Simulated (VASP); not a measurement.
# SnTe (zincblende type) (F-43m) in VASP: further runs

SnTe (zincblende type) is run at these levels: PBE; tasks: electric field gradients.

Everything below comes from runs of VASP 6.6.1. Logs are shortened: lines on timing, memory, paths and dates and some standing lists are left out, and cuts for length are marked.

## (1) The cell of the first run

Symmetry: F-43m, No. 216, cubic system. Conventional cell: a = 7.213 Å, b = 7.213 Å, c = 7.213 Å, α = 90.00°, β = 90.00°, γ = 90.00°. Within 4.1 Å of Sn (site symmetry -43m) lie 4 Te at 3.12 Å. Within 4.1 Å of Te (site symmetry -43m) lie 4 Sn at 3.12 Å.

## (2) Electric field gradients, PBE

Input file INCAR:

```
PREC     = Accurate       # precision mode
ENCUT    = 520            # plane-wave cutoff, eV
EDIFF    = 1E-8           # SCF threshold, eV
ISMEAR   = -1             # smearing method
SIGMA    = 0.05           # smearing width, eV
LREAL    = F              # projectors in reciprocal space
LASPH    = T              # aspherical terms in the spheres
NELM     = 100            # most SCF steps
ALGO     = Normal         # electronic algorithm
ISIF     = 2              # what is computed and relaxed
LWAVE    = F              # write WAVECAR
LCHARG   = F              # write CHGCAR
GGA      = PE             # functional
LEFG     = T            
NBANDS   = 17             # bands
```

Input file KPOINTS:

```
regular mesh
0
Gamma
  9 9 9
```

Input file POSCAR:

```
SnTe
1.0
    0.0000000000      3.6067404071      3.6067404071
    3.6067404071      0.0000000000      3.6067404071
    3.6067404071      3.6067404071      0.0000000000
Sn Te
1 1
Direct
    0.0000000000      0.0000000000      0.0000000000
    0.2500000000      0.2500000000      0.2500000000
```

Potentials or basis: VASP PAW PBE potentials, release 64 (Sn_d, Te).

The run is started by

```
$ cat potpaw_PBE.64/Sn_d/POTCAR potpaw_PBE.64/Te/POTCAR > POTCAR
$ mpirun -np 1 vasp_std > vasp.out
```

OUTCAR:

```text
PREC = Accurate
   ENCUT = 520
   EDIFF = 1E-8
   ISMEAR = -1
   LREAL = F
   LASPH = T
   NELM = 100
   ISIF = 2
   GGA = PE

 ion  position               nearest neighbor table
   1  0.000  0.000  0.000-   2 3.12   2 3.12   2 3.12   2 3.12
   2  0.250  0.250  0.250-   1 3.12   1 3.12   1 3.12   1 3.12

  LATTYP: Found a face centered cubic cell.
 ALAT       =     7.2134808142

  Lattice vectors:

 A1 = (   0.0000000000,   3.6067404071,   3.6067404071)
 A2 = (   3.6067404071,   0.0000000000,   3.6067404071)
 A3 = (   3.6067404071,   3.6067404071,   0.0000000000)

Analysis of symmetry for initial positions (statically):
=====================================================================
 Subroutine PRICEL returns:
 Original cell was already a primitive cell.

 Routine SETGRP: Setting up the symmetry group for a
 face centered cubic supercell.

 Subroutine GETGRP returns: Found 24 space group operations
 (whereof 24 operations were pure point group operations)
 out of a pool of 48 trial point group operations.

The static configuration has the point symmetry T_d .

Analysis of symmetry for dynamics (positions and initial velocities):
=====================================================================
 Subroutine PRICEL returns:
 Original cell was already a primitive cell.

 Routine SETGRP: Setting up the symmetry group for a
 face centered cubic supercell.

 Subroutine GETGRP returns: Found 24 space group operations
 (whereof 24 operations were pure point group operations)
 out of a pool of 48 trial point group operations.

The dynamic configuration has the point symmetry T_d .

 Subroutine INISYM returns: Found 24 space group operations
 (whereof 24 operations are pure point group operations),
 and found     1 'primitive' translations

----------------------------------------------------------------------------------------

                                     Primitive cell

  volume of cell :      93.8371

  direct lattice vectors                    reciprocal lattice vectors
     0.000000000  3.606740407  3.606740407    -0.138629328  0.138629328  0.138629328
     3.606740407  0.000000000  3.606740407     0.138629328 -0.138629328  0.138629328
     3.606740407  3.606740407  0.000000000     0.138629328  0.138629328 -0.138629328

  length of vectors
     5.100701200  5.100701200  5.100701200     0.240113040  0.240113040  0.240113040

  position of ions in fractional coordinates (direct lattice)
     0.000000000  0.000000000  0.000000000
     0.250000000  0.250000000  0.250000000

  ion indices of the primitive-cell ions
   primitive index   ion index
                 1           1
                 2           2

----------------------------------------------------------------------------------------

 KPOINTS: regular mesh

Automatic generation of k-mesh.
 Grid dimensions read from file:
 generate k-points for:    9    9    9

 Generating k-lattice:

  Cartesian coordinates                     Fractional coordinates (reciprocal lattice)
    -0.015403259  0.015403259  0.015403259     0.111111111  0.000000000  0.000000000
     0.015403259 -0.015403259  0.015403259     0.000000000  0.111111111  0.000000000
     0.015403259  0.015403259 -0.015403259     0.000000000  0.000000000  0.111111111

  Length of vectors
     0.026679227  0.026679227  0.026679227

  Shift w.r.t. Gamma in fractional coordinates (k-lattice)
     0.000000000  0.000000000  0.000000000

 Subroutine IBZKPT returns following result:
 ===========================================

 Found     35 irreducible k-points:

 Following reciprocal coordinates:
            Coordinates               Weight
  0.000000  0.000000  0.000000      1.000000
  0.111111  0.000000  0.000000      8.000000
  0.222222  0.000000  0.000000      8.000000
  0.333333  0.000000  0.000000      8.000000
  0.444444  0.000000  0.000000      8.000000
  0.111111  0.111111  0.000000      6.000000
[... 16 lines left out ...]
 -0.333333  0.333333  0.000000     12.000000
  0.444444  0.444444  0.000000      6.000000
 [... further k-points ...]
   k-points           NKPTS =     35   k-points in BZ     NKDIM =     35   number of bands    NBANDS=     17
   number of dos      NEDOS =    301   number of ions     NIONS =      2
   total plane-waves  NPLWV =  64000
   dimension x,y,z NGX =    40 NGY =   40 NGZ =   40
   dimension x,y,z NGXF=    80 NGYF=   80 NGZF=   80
   ions per type =               1   1
   NGX,Y,Z   is equivalent  to a cutoff of  13.04, 13.04, 13.04 a.u.
   NGXF,Y,Z  is equivalent  to a cutoff of  26.07, 26.07, 26.07 a.u.
 SYSTEM =  unknown system
   PREC   = accura    normal or accurate (medium, high low for compatibility)
   ISTART =      0    job   : 0-new  1-cont  2-samecut
   ICHARG =      2    charge: 1-file 2-atom 10-const
   ISPIN  =      1    spin polarized calculation?
   LNONCOLLINEAR =      F non collinear calculations
   LSORBIT =      F    spin-orbit coupling
   LASPH  =      T    aspherical Exc in radial PAW
   ENCUT  =  520.0 eV  38.22 Ry    6.18 a.u.   9.48  9.48  9.48*2*pi/ulx,y,z
   NELM   =    100;   NELMIN=  2; NELMDL= -5     # of ELM steps
   EDIFF  = 0.1E-07   stopping-criterion for ELM
   LREAL  =      F    real-space projection
   EDIFFG = 0.1E-06   stopping-criterion for IOM
   NSW    =      0    number of steps for IOM
   IBRION =     -1    ionic relax: 0-MD 1-quasi-New 2-CG
   NFREE  =      0    steps in history (QN), initial steepest desc. (CG)
   ISIF   =      2    stress and relaxation
   ISYM   =      2    0-nonsym 1-usesym 2-fastsym
   POTIM  = 0.5000    time-step for ionic-motion
   TEBEG  =    0.0;   TEEND  =   0.0 temperature during run
   PSTRESS=    0.0 pullay stress
   NELECT =      20.0000    total number of electrons
   NUPDOWN=      -1.0000    fix difference up-down
   EMIN   =  10.00;   EMAX   =-10.00  energy-range for DOS
   EFERMI =   0.00;   METHOD = LEGACY
   ISMEAR =    -1;   SIGMA  =   0.05  broadening in eV -4-tet -1-fermi 0-gaus
   EFERMI_NEDOS =   21; number of points for ismear=-14 and -15
   IALGO  =     38    algorithm
   IMIX   =      4    mixing-type and parameters
     AMIX     =   0.40;   BMIX     =  1.00
     AMIX_MAG =   1.60;   BMIX_MAG =  1.00
  volume/ion in A,a.u.               =      46.92       316.62
  Fermi-wavevector in a.u.,A,eV,Ry     =   0.977897  1.847958 13.011024  0.956283
  Thomas-Fermi vector in A             =   2.108631
   LORBIT       =      0    0 simple, 1 ext, 2 COOP (PROOUT), +10 PAW based schemes
   GGA     = PE    functional components
   LHFCALC =     F    Hartree Fock is set to
   AEXX    =    0.0000 exact exchange contribution
   IVDW    =     0    specifies the selected vdW correction
   LEPSILON=     F    determine dielectric tensor
   LRPA    =     F    only Hartree local field effects (RPA)
 non-spin polarized calculation
  energy-cutoff  :      520.00
  volume of cell :       93.84
 maximum number of plane-waves:      2565
 NGX is ok and might be reduce to    40
   NGX = 19   NGY = 19   NGZ = 19

 number of electron      20.0000001 magnetization

 Free energy of the ion-electron system (eV)
  ---------------------------------------------------
  ext. energy  EPLUGINS =         0.00000000
  ---------------------------------------------------
  free energy    TOTEN  =        -7.06528026 eV

  energy without entropy =       -7.06377407  energy(sigma->0) =       -7.06452716

 E-fermi :   3.2741     XC(G=0):  -7.4600

 val. band max:        3.1403564495   @ k =  -0.3333   0.4444   0.2222
 cond. band min:       3.3412707772   @ k =   0.4444   0.4444   0.0000
 fundamental gap:      0.2009143277
 Fermi energy:         3.2741260548

 k-point     1 :       0.0000    0.0000    0.0000
  band No.  band energies     occupation
      1     -18.5971      2.00000
      2     -18.5971      2.00000
      3     -18.5971      2.00000
      4     -18.5882      2.00000
      5     -18.5882      2.00000
      6      -8.3357      2.00000
[... 9 lines left out ...]
     16       9.6478      0.00000
     17      10.8227      0.00000

 k-point     2 :       0.1111    0.0000    0.0000
  band No.  band energies     occupation
      1     -18.5972      2.00000
      2     -18.5969      2.00000
      3     -18.5969      2.00000
      4     -18.5882      2.00000
      5     -18.5882      2.00000
      6      -8.2829      2.00000
[... 9 lines left out ...]
     16       9.3179      0.00000
     17      10.5299      0.00000
[... 421 lines left out ...]
 k-point    24 :       0.4444    0.4444    0.0000
  band No.  band energies     occupation
      1     -18.6004      2.00000
      2     -18.5943      2.00000
      3     -18.5943      2.00000
      4     -18.5889      2.00000
      5     -18.5874      2.00000
      6      -7.6017      2.00000
[... 9 lines left out ...]
     16      11.4494      0.00000
     17      11.5573      0.00000

 [... further k-points ...]
[... 5 lines left out ...]
  --------------------------------------------------------------------------------------
  -------------------------------------------------------------------------------------
  Total        0.0085623      0.0085623      0.0085623      0.0000000      0.0000000      0.0000000
  in kB        0.1461928      0.1461928      0.1461928      0.0000000      0.0000000      0.0000000
  external PRESSURE =       0.1461928 kB  Pullay stress =       0.0000000 kB

 VOLUME and BASIS-vectors are now :
 -----------------------------------------------------------------------------
  energy-cutoff  :      520.00
  volume of cell :       93.84
      direct lattice vectors                 reciprocal lattice vectors
     0.000000000  3.606740407  3.606740407    -0.138629328  0.138629328  0.138629328
     3.606740407  0.000000000  3.606740407     0.138629328 -0.138629328  0.138629328
     3.606740407  3.606740407  0.000000000     0.138629328  0.138629328 -0.138629328

 POSITION                                       TOTAL-FORCE (eV/Angst)
 -----------------------------------------------------------------------------------
      0.00000      0.00000      0.00000        -0.000000      0.000000     -0.000000
      1.80337      1.80337      1.80337         0.000000     -0.000000      0.000000
 -----------------------------------------------------------------------------------
    total drift:                               -0.000000     -0.000000     -0.000000

  FREE ENERGIE OF THE ION-ELECTRON SYSTEM (eV)
  ---------------------------------------------------
  free  energy   TOTEN  =        -7.0652802625 eV

  energy  without entropy=       -7.0637740670  energy(sigma->0) =       -7.06452716

 Electric field gradients (V/A^2)
---------------------------------------------------------------------
 ion       V_xx      V_yy      V_zz      V_xy      V_xz      V_yz
---------------------------------------------------------------------
   1      -0.000     0.000    -0.000     0.000     0.000     0.000
   2      -0.000    -0.000     0.000    -0.000    -0.000    -0.000
---------------------------------------------------------------------

 Electric field gradients after diagonalization (V/A^2)
 (convention: |V_zz| > |V_xx| > |V_yy|)
----------------------------------------------------------------------
 ion       V_xx      V_yy      V_zz     asymmetry (V_yy - V_xx)/ V_zz
----------------------------------------------------------------------
   1      -0.000    -0.000     0.000       0.000
   2       0.000     0.000    -0.000       0.000
----------------------------------------------------------------------

           NMR quadrupolar parameters

 Cq : quadrupolar parameter    Cq=e*Q*V_zz/h
 eta: asymmetry parameters     (V_yy - V_xx)/ V_zz
 Q  : nuclear electric quadrupole moment in mb (millibarn)
----------------------------------------------------------------------
 ion       Cq(MHz)       eta       Q (mb)
----------------------------------------------------------------------
   1       0.000       0.000       1.000
   2      -0.000       0.000       1.000
----------------------------------------------------------------------
```

Wall time 43 s (1 thread of AMD EPYC 9R45 (Zen 5), shared host); peak memory 0.23 GiB.

Results:

```
Free energy            : -7.0653 eV
Pressure               : 0.0 GPa
Band gap on the k mesh : 0.20 eV, indirect (least direct gap 0.81 eV)
```

Caveat: without QUAD_EFG the Cq values of the log hold for a quadrupole moment of 1 mb, not for the nuclei; spin-orbit coupling is left out, which moves the levels of the heavy elements. A k mesh can miss the band edges.

[end of part 1 of 2]
